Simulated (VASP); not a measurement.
# Mg (P6/mmm) in VASP: notebook

Runs on Mg. Level: LDA. Tasks: single point.

All numbers are computed with VASP 6.6.1; they aren't measurements. Logs are shortened: lines on timing, memory, paths and dates and some standing lists are left out, and cuts for length are marked.

### 1 The cell of the first run

Symmetry: P6/mmm, No. 191, hexagonal system. The conventional cell has a = 3.096 Å, b = 3.096 Å, c = 2.999 Å, α = 90.00°, β = 90.00°, γ = 120.00°. Within 3.9 Å of Mg (site symmetry 6/mmm) lie 8 Mg at 3.00 to 3.10 Å.

### 2 Single point, LDA (strain +0.015 along x and y, -0.015 along z)

Input file INCAR:

```
PREC = Accurate
ENCUT = 520
EDIFF = 1E-7
ISMEAR = 0
SIGMA = 0.15
LREAL = F
LASPH = T
NELM = 60
ALGO = Fast
ISIF = 2
LWAVE = F
LCHARG = F
NBANDS = 7
```

Input file KPOINTS:

```
Automatic mesh
0
Gamma
  18 18 16
```

Input file POSCAR:

```
Mg
1.0
    3.0960542975      0.0000000000      0.0000000000
   -1.5480271488      2.6812616731      0.0000000000
    0.0000000000      0.0000000000      2.9991650064
Mg
1
Direct
    0.0000000000      0.0000000000      0.0000000000
```

Potentials or basis: VASP PAW LDA potentials, release 64 (Mg).

Run with:

```
cat potpaw_LDA.64/Mg/POTCAR > POTCAR
mpirun -np 1 vasp_std > vasp.out
```

OUTCAR:

```text
PREC = Accurate
   ENCUT = 520
   EDIFF = 1E-7
   ISMEAR = 0
   LREAL = F
   LASPH = T
   NELM = 60
   ISIF = 2

 ion  position               nearest neighbor table
   1  0.000  0.000  0.000-

  LATTYP: Found a hexagonal cell.
 ALAT       =     3.0960542975
 C/A-ratio  =     0.9687055582

  Lattice vectors:

 A1 = (   3.0960542975,   0.0000000000,   0.0000000000)
 A2 = (  -1.5480271488,   2.6812616731,   0.0000000000)
 A3 = (   0.0000000000,   0.0000000000,   2.9991650064)

Analysis of symmetry for initial positions (statically):
=====================================================================
 Subroutine PRICEL returns:
 Original cell was already a primitive cell.

 Routine SETGRP: Setting up the symmetry group for a
 hexagonal supercell.

 Subroutine GETGRP returns: Found 24 space group operations
 (whereof 24 operations were pure point group operations)
 out of a pool of 24 trial point group operations.

The static configuration has the point symmetry D_6h.

Analysis of symmetry for dynamics (positions and initial velocities):
=====================================================================
 Subroutine PRICEL returns:
 Original cell was already a primitive cell.

 Routine SETGRP: Setting up the symmetry group for a
 hexagonal supercell.

 Subroutine GETGRP returns: Found 24 space group operations
 (whereof 24 operations were pure point group operations)
 out of a pool of 24 trial point group operations.

The dynamic configuration has the point symmetry D_6h.

 Subroutine INISYM returns: Found 24 space group operations
 (whereof 24 operations are pure point group operations),
 and found     1 'primitive' translations

----------------------------------------------------------------------------------------

                                     Primitive cell

  volume of cell :      24.8971

  direct lattice vectors                    reciprocal lattice vectors
     3.096054297  0.000000000  0.000000000     0.322991751  0.186479375  0.000000000
    -1.548027149  2.681261673  0.000000000     0.000000000  0.372958749  0.000000000
     0.000000000  0.000000000  2.999165006     0.000000000  0.000000000  0.333426136

  length of vectors
     3.096054297  3.096054297  2.999165006     0.372958749  0.372958749  0.333426136

  position of ions in fractional coordinates (direct lattice)
     0.000000000  0.000000000  0.000000000

[... 70 lines left out ...]
   LNONCOLLINEAR =      F non collinear calculations
   LSORBIT =      F    spin-orbit coupling
   LASPH  =      T    aspherical Exc in radial PAW
   ENCUT  =  520.0 eV  38.22 Ry    6.18 a.u.   5.76  5.76  5.58*2*pi/ulx,y,z
   NELM   =     60;   NELMIN=  2; NELMDL= -5     # of ELM steps
   EDIFF  = 0.1E-06   stopping-criterion for ELM
   LREAL  =      F    real-space projection
   EDIFFG = 0.1E-05   stopping-criterion for IOM
   NSW    =      0    number of steps for IOM
   IBRION =     -1    ionic relax: 0-MD 1-quasi-New 2-CG
   NFREE  =      0    steps in history (QN), initial steepest desc. (CG)
   ISIF   =      2    stress and relaxation
   ISYM   =      2    0-nonsym 1-usesym 2-fastsym
   POTIM  = 0.5000    time-step for ionic-motion
   TEBEG  =    0.0;   TEEND  =   0.0 temperature during run
   PSTRESS=    0.0 pullay stress
   NELECT =       2.0000    total number of electrons
   NUPDOWN=      -1.0000    fix difference up-down
   EMIN   =  10.00;   EMAX   =-10.00  energy-range for DOS
   EFERMI =   0.00;   METHOD = LEGACY
   ISMEAR =     0;   SIGMA  =   0.15  broadening in eV -4-tet -1-fermi 0-gaus
   EFERMI_NEDOS =   21; number of points for ismear=-14 and -15
   IALGO  =     68    algorithm
   IMIX   =      4    mixing-type and parameters
     AMIX     =   0.40;   BMIX     =  1.00
     AMIX_MAG =   1.60;   BMIX_MAG =  1.00
  volume/ion in A,a.u.               =      24.90       168.01
  Fermi-wavevector in a.u.,A,eV,Ry     =   0.706375  1.334856  6.788844  0.498966
  Thomas-Fermi vector in A             =   1.792139
   LORBIT       =      0    0 simple, 1 ext, 2 COOP (PROOUT), +10 PAW based schemes
   GGA     = CA    functional components
   LHFCALC =     F    Hartree Fock is set to
   AEXX    =    0.0000 exact exchange contribution
   IVDW    =     0    specifies the selected vdW correction
   LEPSILON=     F    determine dielectric tensor
   LRPA    =     F    only Hartree local field effects (RPA)
 non-spin polarized calculation
 RMM-DIIS sequential band-by-band and
 Gauss-broadening in eV      SIGMA  =   0.15
  energy-cutoff  :      520.00
  volume of cell :       24.90
 maximum number of plane-waves:       684
 NGX is ok and might be reduce to    24
   NGX = 11   NGY = 11   NGZ = 11

 number of electron       2.0000000 magnetization

 Free energy of the ion-electron system (eV)
  ---------------------------------------------------
  ext. energy  EPLUGINS =         0.00000000
  ---------------------------------------------------
  free energy    TOTEN  =        -1.56625348 eV

  energy without entropy =       -1.56142627  energy(sigma->0) =       -1.56383988

 E-fermi :   2.0354     XC(G=0):  -8.3989

 val. band max:        2.0161115827   @ k =   0.3889   0.2222   0.1875
 cond. band min:       2.0473124122   @ k =   0.1111   0.0000   0.3750
 fundamental gap:      0.0312008295
 Fermi energy:         2.0354198560

 k-point     1 :       0.0000    0.0000    0.0000
  band No.  band energies     occupation
      1      -4.5364      2.00000
      2      10.3127      0.00000
      3      11.2546      0.00000
      4      14.1817      0.00000
      5      14.1817      0.00000
      6      14.8770      0.00000
      7      14.8770      0.00000
[... 221 lines left out ...]
 k-point    24 :       0.3889    0.1111    0.0000
  band No.  band energies     occupation
      1      -0.2971      2.00000
      2       1.9291      1.68381
      3       7.2817      0.00000
      4      13.0613      0.00000
      5      14.8409      0.00000
      6      16.8524      0.00000
      7      16.9170      0.00000

 [... further k-points ...]
[... 5 lines left out ...]
  --------------------------------------------------------------------------------------
  -------------------------------------------------------------------------------------
  Total       -0.3037903     -0.3037903     -0.0021810      0.0000000      0.0000000      0.0000000
  in kB      -19.5495315    -19.5495315     -0.1403490      0.0000000      0.0000000      0.0000000
  external PRESSURE =     -13.0798040 kB  Pullay stress =       0.0000000 kB

 VOLUME and BASIS-vectors are now :
 -----------------------------------------------------------------------------
  energy-cutoff  :      520.00
  volume of cell :       24.90
      direct lattice vectors                 reciprocal lattice vectors
     3.096054297  0.000000000  0.000000000     0.322991751  0.186479375  0.000000000
    -1.548027149  2.681261673  0.000000000     0.000000000  0.372958749  0.000000000
     0.000000000  0.000000000  2.999165006     0.000000000  0.000000000  0.333426136

 POSITION                                       TOTAL-FORCE (eV/Angst)
 -----------------------------------------------------------------------------------
      0.00000      0.00000      0.00000         0.000000      0.000000      0.000000
 -----------------------------------------------------------------------------------
    total drift:                                0.000000      0.000000      0.000000

  FREE ENERGIE OF THE ION-ELECTRON SYSTEM (eV)
  ---------------------------------------------------
  free  energy   TOTEN  =        -1.5662534836 eV

  energy  without entropy=       -1.5614262732  energy(sigma->0) =       -1.56383988
```

OSZICAR:

```text
N       E                     dE             d eps       ncg     rms          rms(c)
DAV:   1    -0.982040834864E+00   -0.98204E+00   -0.73201E+02  5005   0.187E+02
DAV:   2    -0.157703858195E+01   -0.59500E+00   -0.57627E+00  6209   0.105E+01
DAV:   3    -0.157914023850E+01   -0.21017E-02   -0.21001E-02  5964   0.684E-01
DAV:   4    -0.157914384675E+01   -0.36083E-05   -0.36081E-05  6811   0.212E-02
DAV:   5    -0.157914385706E+01   -0.10311E-07   -0.10203E-07  6069   0.666E-04    0.598E-01
RMM:   6    -0.157177460646E+01    0.73693E-02   -0.49719E-04  4668   0.101E-01    0.377E-01
RMM:   7    -0.156624956238E+01    0.55250E-02   -0.18106E-03  5192   0.193E-01    0.195E-02
RMM:   8    -0.156625362991E+01   -0.40675E-05   -0.68976E-05  5082   0.398E-02    0.502E-03
RMM:   9    -0.156625342017E+01    0.20974E-06   -0.51939E-06  5162   0.130E-02    0.770E-04
RMM:  10    -0.156625348359E+01   -0.63425E-07   -0.67776E-07  5304   0.449E-03
   1 F= -.15662535E+01 E0= -.15638399E+01  d E =-.482721E-02
```

stdout:

```text
POSCAR found type information on POSCAR Mg
 POSCAR found :  1 types and       1 ions
 scaLAPACK will be used
 LDA part: xc-table for (Slater(with rela. corr.)+CA(PZ))
 , standard interpolation
 POSCAR, INCAR and KPOINTS ok, starting setup
 FFT: planning ... GRIDC
 FFT: planning ... GRID_SOFT
 FFT: planning ... GRID
 WAVECAR not read
 entering main loop
```

Run time: 10 s. Hardware: 1 thread of Intel Xeon 6975P-C (Granite Rapids), shared host; peak memory 0.17 GiB.

Results:

```
Free energy            : -1.5663 eV
Pressure               : -1.3 GPa
Band gap on the k mesh : zero (band 1 reaches 5.17 eV, above the bottom of band 2 at -0.16 eV)
```

Stress tensor (GPa, compression positive):
```
-1.95  0.00  0.00
 0.00 -1.95  0.00
 0.00  0.00 -0.01
```

Caveat: the cell differs from its parent crystal (strain +0.015 along x and y, -0.015 along z).

### 3 Single point, LDA (strain +0.000 along x and y, +0.030 along z)

Input file INCAR:

```
SYSTEM = Mg
PREC     = Accurate       ! precision mode
ENCUT    = 520            ! plane-wave cutoff, eV
EDIFF    = 1E-6           ! SCF threshold, eV
ISMEAR   = 0              ! smearing method
SIGMA    = 0.15           ! smearing width, eV
LREAL    = .False.        ! projectors in reciprocal space
LASPH    = .True.         ! aspherical terms in the spheres
NELM     = 60             ! most SCF steps
ALGO     = Normal         ! electronic algorithm
ISIF     = 2              ! what is computed and relaxed
LWAVE    = .False.        ! write WAVECAR
LCHARG   = .False.        ! write CHGCAR
GGA      = CA             ! functional
NBANDS   = 7              ! bands
```

Input file KPOINTS:

```
regular mesh
0
Gamma
  18 18 16
  0 0 0
```

Input file POSCAR:

```
Mg
1.0
    3.0502998005      0.0000000000      0.0000000000
   -1.5251499003      2.6416371164      0.0000000000
    0.0000000000      0.0000000000      3.1361826971
Mg
1
Direct
    0.0000000000      0.0000000000      0.0000000000
```

Potentials or basis: VASP PAW LDA potentials, release 64 (Mg).

Run with:

```
cat potpaw_LDA.64/Mg/POTCAR > POTCAR
mpirun -np 1 vasp_std > vasp.out
```

It took 9 s on 1 thread of Intel Xeon 6975P-C (Granite Rapids), shared host; peak memory 0.17 GiB.

Results (log left out):

| Property | Result |
| --- | --- |
| Free energy | -1.5643 eV |
| Pressure | -1.3 GPa |
| Band gap on the k mesh | zero (band 1 reaches 4.81 eV, above the bottom of band 2 at -0.33 eV) |

Stress tensor (GPa, compression positive):
```
-0.85  0.00  0.00
 0.00 -0.85  0.00
 0.00  0.00 -2.22
```

Levels at points of the mesh, in eV from the Fermi level:
```tsv
k point	band 1	band 2	band 3	band 4
(0.00, 0.00, 0.00)	-6.50	7.56	7.88	12.64
(0.50, 0.00, 0.00)	-1.42	-1.05	8.29	8.67
(0.00, 0.00, 0.50)	-3.20	-2.28	14.51	14.51
(0.50, 0.00, 0.50)	1.30	2.43	2.76	3.14
```

Caveat: the cell differs from its parent crystal (strain +0.000 along x and y, +0.030 along z).

### 4 Single point, LDA (strain +0.030 along x and y, -0.030 along z)

Input file INCAR:

```
PREC = Accurate
ENCUT = 520
EDIFF = 1E-6
ISMEAR = 0
SIGMA = 0.15
LREAL = False
LASPH = True
NELM = 60
ALGO = Normal
ISIF = 2
LWAVE = False
LCHARG = False
NBANDS = 7
```

Input file KPOINTS:

```
Automatic mesh
0
Gamma
  18 18 16
```

Input file POSCAR:

```
Mg
1.0
    3.1418087945      0.0000000000      0.0000000000
   -1.5709043973      2.7208862299      0.0000000000
    0.0000000000      0.0000000000      2.9534924429
Mg
1
Direct
    0.0000000000      0.0000000000      0.0000000000
```

Run with:

```
cat potpaw_LDA.64/Mg/POTCAR > POTCAR
mpirun -np 1 vasp_std > vasp.out
```

Wall time 9.1 s (1 thread of Intel Xeon 6975P-C (Granite Rapids), shared host); peak memory 0.17 GiB.

Results (log left out):

* Free energy: -1.5539 eV
* Pressure: -1.7 GPa
* Band gap on the k mesh: zero (band 1 reaches 5.21 eV, above the bottom of band 2 at -0.11 eV)

Stress tensor (GPa, compression positive):
```
-2.96  0.00  0.00
 0.00 -2.96  0.00
 0.00  0.00  0.87
```

Levels at points of the mesh, in eV from the Fermi level:
```csv
k point,band 1,band 2,band 3,band 4
"(0.00, 0.00, 0.00)",-6.52,8.53,9.79,11.77
"(0.50, 0.00, 0.00)",-1.62,-1.49,7.73,7.74
"(0.00, 0.00, 0.50)",-2.52,-2.09,14.25,14.25
"(0.50, 0.00, 0.50)",1.74,2.19,3.09,3.13
```

Caveat: the cell differs from its parent crystal (strain +0.030 along x and y, -0.030 along z).

### 5 Summary

```tsv
cell	gap on the mesh (eV)	pressure (GPa)
a = 3.096, b = 3.096, c = 2.999 Å, angles 90.0, 90.0, 120.0°, 1 atom	none	-1.3
a = 3.050, b = 3.050, c = 3.136 Å, angles 90.0, 90.0, 120.0°, 1 atom	none	-1.3
a = 3.142, b = 3.142, c = 2.953 Å, angles 90.0, 90.0, 120.0°, 1 atom	none	-1.7
```

Alike in all rows: task single point; level LDA; potentials or basis VASP PAW LDA potentials, release 64 (Mg); no spin polarisation; k mesh 18 × 18 × 16; cutoff (eV) 520; smearing gaussian 0.15 eV.

Total energies depend on the potentials used, so only differences within one code and one set of settings carry meaning.
